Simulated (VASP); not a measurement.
# C in VASP: single point with PBEsol+D4

Aim: the single point of C with PBEsol+D4.

Everything below comes from runs of VASP 6.6.1. Logs are shortened: lines on timing, memory, paths and dates and some standing lists are left out, and cuts for length are marked.

## (1) The cell of the first run

The cell holds a slab with vacuum, 8 atoms: a = 4.969 Å, b = 4.969 Å, c = 21.585 Å, α = 90.00°, β = 90.00°, γ = 120.00°.

## (2) Single point, PBEsol+D4

File INCAR:

```
ALGO     = Normal         # electronic algorithm
DIPOL    = 0.5 0.5 0.695
EDIFF    = 1E-6           # SCF threshold, eV
ENCUT    = 520            # plane-wave cutoff, eV
GGA      = PS             # functional
GGA_COMPAT= F            
IDIPOL   = 3            
ISIF     = 2              # what is computed and relaxed
ISMEAR   = 0              # smearing method
IVDW     = 13             # dispersion correction
LASPH    = T              # aspherical terms in the spheres
LCHARG   = F              # write CHGCAR
LDIPOL   = T            
LREAL    = F              # projectors in reciprocal space
LWAVE    = F              # write WAVECAR
NBANDS   = 26             # bands
NELM     = 120            # most SCF steps
NELMDL   = -8           
PREC     = Accurate       # precision mode
SIGMA    = 0.04           # smearing width, eV
```

File KPOINTS:

```
k-points
0
Gamma
  9 9 1
```

File POSCAR:

```
C
1.0
    0.0000000287      4.9692613582      0.0000000000
   -4.3035065886     -2.4846306543      0.0000000000
    0.0000000000      0.0000000000     21.5850862099
C
8
Direct
    0.8332978707     -0.0000764899      0.6946669028
    0.8332923061      0.5000354627      0.6946669028
    0.3333333333      0.0000000000      0.6943544743
    0.3334098232      0.5000410272      0.6946669028
   -0.0000764899      0.8332978707      0.6946669028
    0.0000000000      0.3333333333      0.6943544743
    0.5000354627      0.8332923061      0.6946669028
    0.5000410272      0.3334098232      0.6946669028
```

Potentials or basis: VASP PAW PBE potentials, release 64 (C).

Launch:

```sh
> cat potpaw_PBE.64/C/POTCAR > POTCAR
> mpirun -np 1 vasp_std > vasp.out
```

OUTCAR:

```text
EDIFF = 1E-6
   ENCUT = 520
   GGA = PS
   ISIF = 2
   ISMEAR = 0
   IVDW = 13
   LASPH = T
   LREAL = F
   NELM = 120
   NELMDL = -8
   PREC = Accurate

 ion  position               nearest neighbor table
   1  0.833  1.000  0.695-   5 1.43   7 1.43   6 1.43
   2  0.833  0.500  0.695-   8 1.43   5 1.43   6 1.43
   3  0.333  0.000  0.694-   5 1.43   8 1.43   7 1.43
   4  0.333  0.500  0.695-   7 1.43   8 1.43   6 1.43
   5  1.000  0.833  0.695-   1 1.43   2 1.43   3 1.43
   6  0.000  0.333  0.694-   4 1.43   1 1.43   2 1.43
   7  0.500  0.833  0.695-   4 1.43   1 1.43   3 1.43
   8  0.500  0.333  0.695-   2 1.43   4 1.43   3 1.43

  LATTYP: Found a hexagonal cell.
 ALAT       =     4.9692613582
 C/A-ratio  =     4.3437212604

  Lattice vectors:

 A1 = (   0.0000000287,   4.9692613582,   0.0000000000)
 A2 = (  -4.3035065886,  -2.4846306543,   0.0000000000)
 A3 = (   0.0000000000,   0.0000000000,  21.5850862099)

Analysis of symmetry for initial positions (statically):
=====================================================================
 Subroutine PRICEL returns:
 Original cell was already a primitive cell.

 Routine SETGRP: Setting up the symmetry group for a
 hexagonal supercell.

 Subroutine GETGRP returns: Found  6 space group operations
 (whereof  2 operations were pure point group operations)
 out of a pool of 24 trial point group operations.

The static configuration has the point symmetry C_1h.
 The point group associated with its full space group is C_3v.

Analysis of symmetry for dynamics (positions and initial velocities):
=====================================================================
 Subroutine PRICEL returns:
 Original cell was already a primitive cell.

 Routine SETGRP: Setting up the symmetry group for a
 hexagonal supercell.

 Subroutine GETGRP returns: Found  6 space group operations
 (whereof  2 operations were pure point group operations)
 out of a pool of 24 trial point group operations.

The dynamic configuration has the point symmetry C_1h.
 The point group associated with its full space group is C_3v.

 Subroutine INISYM returns: Found  6 space group operations
 (whereof  2 operations are pure point group operations),
 and found     1 'primitive' translations

----------------------------------------------------------------------------------------

                                     Primitive cell

  volume of cell :     461.6024

  direct lattice vectors                    reciprocal lattice vectors
     0.000000029  4.969261358  0.000000000    -0.116184322  0.201237152  0.000000000
    -4.303506589 -2.484630654  0.000000000    -0.232368647  0.000000001  0.000000000
     0.000000000  0.000000000 21.585086210     0.000000000  0.000000000  0.046328284

  length of vectors
     4.969261358  4.969261358 21.585086210     0.232368647  0.232368647  0.046328284

  position of ions in fractional coordinates (direct lattice)
     0.833297871  0.999923510  0.694666903
     0.833292306  0.500035463  0.694666903
     0.333333333  0.000000000  0.694354474
     0.333409823  0.500041027  0.694666903
     0.999923510  0.833297871  0.694666903
     0.000000000  0.333333333  0.694354474
     0.500035463  0.833292306  0.694666903
     0.500041027  0.333409823  0.694666903

  ion indices of the primitive-cell ions
   primitive index   ion index
                 1           1
                 2           2
                 3           3
                 4           4
                 5           5
                 6           6
                 7           7
                 8           8

----------------------------------------------------------------------------------------

 KPOINTS: k-points

Automatic generation of k-mesh.
 Grid dimensions read from file:
 generate k-points for:    9    9    1

 Generating k-lattice:

  Cartesian coordinates                     Fractional coordinates (reciprocal lattice)
    -0.012909369  0.022359684  0.000000000     0.111111111  0.000000000  0.000000000
    -0.025818739  0.000000000  0.000000000     0.000000000  0.111111111  0.000000000
     0.000000000  0.000000000  0.046328284     0.000000000  0.000000000  1.000000000

  Length of vectors
     0.025818739  0.025818739  0.046328284

  Shift w.r.t. Gamma in fractional coordinates (k-lattice)
     0.000000000  0.000000000  0.000000000

 Subroutine IBZKPT returns following result:
 ===========================================

 Found     12 irreducible k-points:

 Following reciprocal coordinates:
            Coordinates               Weight
  0.000000  0.000000  0.000000      1.000000
  0.111111  0.000000  0.000000      6.000000
  0.222222  0.000000  0.000000      6.000000
  0.333333  0.000000  0.000000      6.000000
  0.444444  0.000000  0.000000      6.000000
  0.111111  0.111111  0.000000      6.000000
  0.222222  0.111111  0.000000     12.000000
  0.333333  0.111111  0.000000     12.000000
  0.444444  0.111111  0.000000      6.000000
  0.222222  0.222222  0.000000      6.000000
  0.333333  0.222222  0.000000     12.000000
  0.333333  0.333333  0.000000      2.000000
   k-points           NKPTS =     12   k-points in BZ     NKDIM =     12   number of bands    NBANDS=     26
   number of dos      NEDOS =    301   number of ions     NIONS =      8
   total plane-waves  NPLWV = 259200
   dimension x,y,z NGX =    40 NGY =   40 NGZ =  162
   dimension x,y,z NGXF=    80 NGYF=   80 NGZF=  324
   ions per type =               8
   NGX,Y,Z   is equivalent  to a cutoff of  13.38, 13.38, 12.48 a.u.
   NGXF,Y,Z  is equivalent  to a cutoff of  26.76, 26.76, 24.95 a.u.
 SYSTEM =  unknown system
   PREC   = accura    normal or accurate (medium, high low for compatibility)
   ISTART =      0    job   : 0-new  1-cont  2-samecut
   ICHARG =      2    charge: 1-file 2-atom 10-const
   ISPIN  =      1    spin polarized calculation?
   LNONCOLLINEAR =      F non collinear calculations
   LSORBIT =      F    spin-orbit coupling
   LASPH  =      T    aspherical Exc in radial PAW
   ENCUT  =  520.0 eV  38.22 Ry    6.18 a.u.   9.24  9.24 40.13*2*pi/ulx,y,z
   NELM   =    120;   NELMIN=  2; NELMDL= -8     # of ELM steps
   EDIFF  = 0.1E-05   stopping-criterion for ELM
   LREAL  =      F    real-space projection
   EDIFFG = 0.1E-04   stopping-criterion for IOM
   NSW    =      0    number of steps for IOM
   IBRION =     -1    ionic relax: 0-MD 1-quasi-New 2-CG
   NFREE  =      0    steps in history (QN), initial steepest desc. (CG)
   ISIF   =      2    stress and relaxation
   ISYM   =      2    0-nonsym 1-usesym 2-fastsym
   POTIM  = 0.5000    time-step for ionic-motion
   TEBEG  =    0.0;   TEEND  =   0.0 temperature during run
   PSTRESS=    0.0 pullay stress
   NELECT =      32.0000    total number of electrons
   NUPDOWN=      -1.0000    fix difference up-down
   EMIN   =  10.00;   EMAX   =-10.00  energy-range for DOS
   EFERMI =   0.00;   METHOD = LEGACY
   ISMEAR =     0;   SIGMA  =   0.04  broadening in eV -4-tet -1-fermi 0-gaus
   EFERMI_NEDOS =   21; number of points for ismear=-14 and -15
   IALGO  =     38    algorithm
   IMIX   =      4    mixing-type and parameters
     AMIX     =   0.40;   BMIX     =  1.00
     AMIX_MAG =   1.60;   BMIX_MAG =  1.00
  volume/ion in A,a.u.               =      57.70       389.38
  Fermi-wavevector in a.u.,A,eV,Ry     =   0.672515  1.270870  6.153599  0.452277
  Thomas-Fermi vector in A             =   1.748658
   LORBIT       =      0    0 simple, 1 ext, 2 COOP (PROOUT), +10 PAW based schemes
   GGA     = PS    functional components
   LHFCALC =     F    Hartree Fock is set to
   AEXX    =    0.0000 exact exchange contribution
   IVDW    =    13    specifies the selected vdW correction
   LEPSILON=     F    determine dielectric tensor
   LRPA    =     F    only Hartree local field effects (RPA)
 non-spin polarized calculation
 Gauss-broadening in eV      SIGMA  =   0.04
  energy-cutoff  :      520.00
  volume of cell :      461.60
 maximum number of plane-waves:     12453
 NGX is ok and might be reduce to    40
   NGX = 19   NGY = 19   NGZ = 81

 dipolmoment           0.000000      0.000000      0.000000 electrons x Angstroem

 number of electron      32.0000000 magnetization

 dipolmoment           0.000000      0.000000     -0.000001 electrons x Angstroem

 Free energy of the ion-electron system (eV)
  ---------------------------------------------------
  ext. energy  EPLUGINS =         0.00000000
  ---------------------------------------------------
  free energy    TOTEN  =       -77.07919590 eV

  energy without entropy =      -77.07808145  energy(sigma->0) =      -77.07863868

 E-fermi :  -3.0082     XC(G=0):  -2.0030

 val. band max:       -3.0081607036   @ k =   0.3333   0.3333   0.0000
 cond. band min:      -3.0081606423   @ k =   0.3333   0.3333   0.0000
 fundamental gap:      0.0000000613
 Fermi energy:        -3.0081606729

 k-point     1 :       0.0000    0.0000    0.0000
  band No.  band energies     occupation
      1     -22.3126      2.00000
      2     -17.1419      2.00000
      3     -17.1419      2.00000
      4     -17.1346      2.00000
      5     -16.1060      2.00000
      6     -16.1016      2.00000
[... 18 lines left out ...]
     25       4.1153      0.00000
     26       4.1158      0.00000

 k-point     2 :       0.1111    0.0000    0.0000
  band No.  band energies     occupation
      1     -22.2406      2.00000
      2     -17.8825      2.00000
      3     -17.3587      2.00000
      4     -17.3552      2.00000
      5     -15.7677      2.00000
      6     -15.7662      2.00000
[... 18 lines left out ...]
     25       4.1815      0.00000
[... 260 lines left out ...]
     25       4.0577      0.00000
     26       4.1592      0.00000

 k-point    12 :       0.3333    0.3333    0.0000
  band No.  band energies     occupation
      1     -20.3942      2.00000
      2     -20.3882      2.00000
      3     -20.3882      2.00000
      4     -15.4769      2.00000
      5     -15.4769      2.00000
      6     -13.4469      2.00000
[... 18 lines left out ...]
     25       3.9074      0.00000
     26       3.9074      0.00000

------------------------ aborting loop because EDIFF is reached ----------------------------------------

 vacuum level on the upper side and lower side of the slab       (xc-potential included)        -0.097        -0.097

  DFT-D4 for vdW energy calculation

  Edisp (eV):   -0.38197

  FORCE on cell =-STRESS in cart. coord.  units (eV):
  Direction    XX          YY          ZZ          XY          YZ          ZX
  --------------------------------------------------------------------------------------
  -------------------------------------------------------------------------------------
  Total      -5.59719    -5.59719    -0.04275    -0.00000     0.00000     0.00000
  in kB     -19.42729   -19.42729    -0.14840    -0.00000     0.00000     0.00000
  external pressure =      -13.00 kB  Pullay stress =        0.00 kB

 VOLUME and BASIS-vectors are now :
 -----------------------------------------------------------------------------
  energy-cutoff  :      520.00
  volume of cell :      461.60
      direct lattice vectors                 reciprocal lattice vectors
     0.000000029  4.969261358  0.000000000    -0.116184322  0.201237152  0.000000000
    -4.303506589 -2.484630654  0.000000000    -0.232368647  0.000000001  0.000000000
     0.000000000  0.000000000 21.585086210     0.000000000  0.000000000  0.046328284

 POSITION                                       TOTAL-FORCE (eV/Angst)
 -----------------------------------------------------------------------------------
     -4.30318      1.65643     14.99444        -0.024979     -0.001115     -0.030672
     -2.15191      2.89844     14.99444         0.011524      0.022190     -0.030672
      0.00000      1.65642     14.98770         0.000000      0.000000      0.092017
     -2.15193      0.41438     14.99444         0.013455     -0.021075     -0.030672
     -3.58610      2.89844     14.99444        -0.011524      0.022190     -0.030672
     -1.43450     -0.82821     14.98770        -0.000000      0.000000      0.092017
     -3.58608      0.41438     14.99444        -0.013455     -0.021075     -0.030672
     -1.43483      1.65643     14.99444         0.024979     -0.001115     -0.030672
 -----------------------------------------------------------------------------------
    total drift:                                0.000062     -0.000036     -0.000092

  FREE ENERGIE OF THE ION-ELECTRON SYSTEM (eV)
  ---------------------------------------------------
  free  energy   TOTEN  =       -77.4611658714 eV

  energy  without entropy=      -77.4600514228  energy(sigma->0) =      -77.46060865

 vacuum level on the upper side and lower side of the slab         1.280         1.280
```

Run time: 3 min. Hardware: 1 thread of Intel Xeon Platinum 8375C at 2.90GHz (Ice Lake), shared host; peak memory 0.61 GiB.

Results:

```yaml
Free_energy: -77.4612 eV
Largest_force: 0.092 eV/Å
Band_gap_on_the_k_mesh: zero (filled and empty bands touch)
Dispersion_energy_per_atom: -0.048 eV
```

Forces in eV/Å, atoms in the order of the input:
```
C   -0.025 -0.001 -0.031
C    0.012  0.022 -0.031
C    0.000  0.000  0.092
C    0.013 -0.021 -0.031
C   -0.012  0.022 -0.031
C    0.000  0.000  0.092
C   -0.013 -0.021 -0.031
C    0.025 -0.001 -0.031
```

Levels at points of the mesh, in eV from the Fermi level:
```
           k point  band 12  band 13  band 14  band 15  band 16  band 17  band 18  band 19  band 20  band 21
(0.00, 0.00, 0.00)    -3.02    -3.02    -2.32    -2.32    -2.32     1.64     1.64     1.64     3.47     4.26
```

Caveat: the PAW data sets were made with another functional, which shifts forces and pressure a little.
